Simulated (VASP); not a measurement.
# BAs (F-43m) in VASP: notebook, part 3 of 3

VASP 6.6.1.

### 4 Single point, PBE

This run uses another cell than the first one, of 13.76 Å³/atom, 1.011 times its volume.

File INCAR:

```
PREC = Accurate
ENCUT = 520
EDIFF = 1E-6
ISMEAR = 0
SIGMA = 0.05
LREAL = False
LASPH = True
NELM = 100
ALGO = Normal
ISIF = 2
LWAVE = False
LCHARG = False
GGA = PE
NBANDS = 11
```

File KPOINTS:

```
Automatic mesh
0
Gamma
  12 12 12
```

File POSCAR:

```
BAs
1.0
    0.0000000000      2.3964352742      2.3964352742
    2.3964352742      0.0000000000      2.3964352742
    2.3964352742      2.3964352742      0.0000000000
B As
1 1
Direct
    0.0000000000      0.0000000000      0.0000000000
    0.7500000000      0.7500000000      0.7500000000
```

Potentials or basis: VASP PAW PBE potentials, release 64 (B, As).

Launch:

```
cat potpaw_PBE.64/B/POTCAR potpaw_PBE.64/As/POTCAR > POTCAR
mpirun -np 1 vasp_std > vasp.out
```

OUTCAR:

```text
PREC = Accurate
   ENCUT = 520
   EDIFF = 1E-6
   ISMEAR = 0
   LREAL = False
   LASPH = True
   NELM = 100
   ISIF = 2
   GGA = PE

 ion  position               nearest neighbor table
   1  0.000  0.000  0.000-   2 2.08   2 2.08   2 2.08   2 2.08
   2  0.750  0.750  0.750-   1 2.08   1 2.08   1 2.08   1 2.08

  LATTYP: Found a face centered cubic cell.
 ALAT       =     4.7928705484

  Lattice vectors:

 A1 = (   0.0000000000,   2.3964352742,   2.3964352742)
 A2 = (   2.3964352742,   0.0000000000,   2.3964352742)
 A3 = (   2.3964352742,   2.3964352742,   0.0000000000)

Analysis of symmetry for initial positions (statically):
=====================================================================
 Subroutine PRICEL returns:
 Original cell was already a primitive cell.

 Routine SETGRP: Setting up the symmetry group for a
 face centered cubic supercell.

 Subroutine GETGRP returns: Found 24 space group operations
 (whereof 24 operations were pure point group operations)
 out of a pool of 48 trial point group operations.

The static configuration has the point symmetry T_d .

Analysis of symmetry for dynamics (positions and initial velocities):
=====================================================================
 Subroutine PRICEL returns:
 Original cell was already a primitive cell.

 Routine SETGRP: Setting up the symmetry group for a
 face centered cubic supercell.

 Subroutine GETGRP returns: Found 24 space group operations
 (whereof 24 operations were pure point group operations)
 out of a pool of 48 trial point group operations.

The dynamic configuration has the point symmetry T_d .

 Subroutine INISYM returns: Found 24 space group operations
 (whereof 24 operations are pure point group operations),
 and found     1 'primitive' translations

----------------------------------------------------------------------------------------

                                     Primitive cell
[... 113 lines left out ...]
  Fermi-wavevector in a.u.,A,eV,Ry     =   1.084416  2.049249 15.999872  1.175957
  Thomas-Fermi vector in A             =   2.220505
   LORBIT       =      0    0 simple, 1 ext, 2 COOP (PROOUT), +10 PAW based schemes
   GGA     = PE    functional components
   LHFCALC =     F    Hartree Fock is set to
   AEXX    =    0.0000 exact exchange contribution
   IVDW    =     0    specifies the selected vdW correction
   LEPSILON=     F    determine dielectric tensor
   LRPA    =     F    only Hartree local field effects (RPA)
 non-spin polarized calculation
 Gauss-broadening in eV      SIGMA  =   0.05
  energy-cutoff  :      520.00
  volume of cell :       27.52
 maximum number of plane-waves:       754
 NGX is ok and might be reduce to    28
   NGX = 13   NGY = 13   NGZ = 13

 number of electron       8.0000000 magnetization

 Free energy of the ion-electron system (eV)
  ---------------------------------------------------
  ext. energy  EPLUGINS =         0.00000000
  ---------------------------------------------------
  free energy    TOTEN  =       -11.41139815 eV

  energy without entropy =      -11.41139815  energy(sigma->0) =      -11.41139815

 E-fermi :   6.2583     XC(G=0): -10.5413

 val. band max:        6.0167996950   @ k =   0.0000   0.0000   0.0000
 cond. band min:       7.2103519661   @ k =   0.4167   0.4167   0.0000
 fundamental gap:      1.1935522711
 Fermi energy:         6.2583242698

 k-point     1 :       0.0000    0.0000    0.0000
  band No.  band energies     occupation
      1      -9.2939      2.00000
      2       6.0168      2.00000
      3       6.0168      2.00000
      4       6.0168      2.00000
      5       9.2809      0.00000
      6       9.2809      0.00000
      7       9.2809      0.00000
      8      10.5773      0.00000
      9      15.5515      0.00000
     10      18.9273      0.00000
     11      18.9273      0.00000
[... 309 lines left out ...]
 k-point    24 :      -0.4167    0.1667    0.0000
  band No.  band energies     occupation
      1      -6.1639      2.00000
      2      -2.3154      2.00000
      3       2.0940      2.00000
      4       3.6975      2.00000
      5       9.2323      0.00000
      6      11.5153      0.00000
      7      12.0321      0.00000
      8      15.1800      0.00000
      9      17.5226      0.00000
     10      18.8639      0.00000
     11      20.4315      0.00000

 [... further k-points ...]
[... 5 lines left out ...]
  --------------------------------------------------------------------------------------
  -------------------------------------------------------------------------------------
  Total        0.3438816      0.3438816      0.3438816      0.0000000     -0.0000000      0.0000000
  in kB       20.0166992     20.0166992     20.0166992      0.0000000     -0.0000000      0.0000000
  external PRESSURE =      20.0166992 kB  Pullay stress =       0.0000000 kB

 VOLUME and BASIS-vectors are now :
 -----------------------------------------------------------------------------
  energy-cutoff  :      520.00
  volume of cell :       27.52
      direct lattice vectors                 reciprocal lattice vectors
     0.000000000  2.396435274  2.396435274    -0.208643232  0.208643232  0.208643232
     2.396435274  0.000000000  2.396435274     0.208643232 -0.208643232  0.208643232
     2.396435274  2.396435274  0.000000000     0.208643232  0.208643232 -0.208643232

 POSITION                                       TOTAL-FORCE (eV/Angst)
 -----------------------------------------------------------------------------------
      0.00000      0.00000      0.00000         0.000000      0.000000      0.000000
      3.59465      3.59465      3.59465        -0.000000     -0.000000     -0.000000
 -----------------------------------------------------------------------------------
    total drift:                                0.000000      0.000000      0.000000

  FREE ENERGIE OF THE ION-ELECTRON SYSTEM (eV)
  ---------------------------------------------------
  free  energy   TOTEN  =       -11.4113981501 eV

  energy  without entropy=      -11.4113981501  energy(sigma->0) =      -11.41139815
```

OSZICAR:

```text
N       E                     dE             d eps       ncg     rms          rms(c)
DAV:   1     0.128198899172E+02    0.12820E+02   -0.38257E+03  1592   0.644E+02
DAV:   2    -0.113082264270E+02   -0.24128E+02   -0.22581E+02  2069   0.105E+02
DAV:   3    -0.120295585872E+02   -0.72133E+00   -0.71999E+00  1974   0.169E+01
DAV:   4    -0.120313866508E+02   -0.18281E-02   -0.18280E-02  1744   0.986E-01
DAV:   5    -0.120313893697E+02   -0.27189E-05   -0.27189E-05  1917   0.406E-02    0.486E+00
DAV:   6    -0.114746972066E+02    0.55669E+00   -0.15526E+00  1689   0.504E+00    0.237E+00
DAV:   7    -0.114175787773E+02    0.57118E-01   -0.18590E-01  1851   0.212E+00    0.976E-01
DAV:   8    -0.114109340682E+02    0.66447E-02   -0.20000E-02  1791   0.802E-01    0.972E-02
DAV:   9    -0.114112359887E+02   -0.30192E-03   -0.76759E-04  1827   0.159E-01    0.575E-02
DAV:  10    -0.114113920202E+02   -0.15603E-03   -0.19233E-04  1680   0.844E-02    0.121E-02
DAV:  11    -0.114113979677E+02   -0.59475E-05   -0.54191E-06  1938   0.156E-02    0.103E-02
DAV:  12    -0.114113981501E+02   -0.18246E-06   -0.27448E-06  1665   0.904E-03
   1 F= -.11411398E+02 E0= -.11411398E+02  d E =-.359995E-14
```

stdout:

```text
POSCAR found type information on POSCAR B As
 POSCAR found :  2 types and       2 ions
 scaLAPACK will be used
 LDA part: xc-table for (Slater+PW92), standard interpolation
 POSCAR, INCAR and KPOINTS ok, starting setup
 FFT: planning ... GRIDC
 FFT: planning ... GRID_SOFT
 FFT: planning ... GRID
 WAVECAR not read
 entering main loop
```

Wall time 38 s (1 thread of Intel Xeon 6975P-C, shared host); peak memory 0.17 GiB.

Results:

```yaml
Free_energy: -11.4114 eV
Pressure: 2.0 GPa
Band_gap_on_the_k_mesh: 1.19 eV, indirect (least direct gap 3.26 eV)
```

Levels at points of the mesh, in eV from the valence-band top:
```csv
k point,band 1,band 2,band 3,band 4,band 5,band 6,band 7,band 8,band 9
"(0.00, 0.00, 0.00)",-15.31,0.00,0.00,0.00,3.26,3.26,3.26,4.56,9.53
"(0.50, 0.00, 0.00)",-12.48,-8.72,-1.80,-1.80,2.63,4.77,4.77,8.85,12.64
"(0.50, 0.50, 0.00)",-11.17,-8.48,-4.04,-4.04,1.44,1.45,11.27,11.27,12.78
```

### 5 The runs side by side

```csv
cell,gap on the mesh (eV),pressure (GPa)
"a = 3.377 Å, angles 60.0°, 2 atoms",1.18,3.6
"a = 3.353 Å, angles 60.0°, 2 atoms",1.16,6.7
"a = 3.389 Å, angles 60.0°, 2 atoms",1.19,2.0
```

Alike in all rows: task single point; level PBE; potentials or basis VASP PAW PBE potentials, release 64 (B, As); no spin polarisation; k mesh 12 × 12 × 12; cutoff (eV) 520; smearing gaussian 0.05 eV.

Total energies depend on the potentials used, so only differences within one code and one set of settings carry meaning.
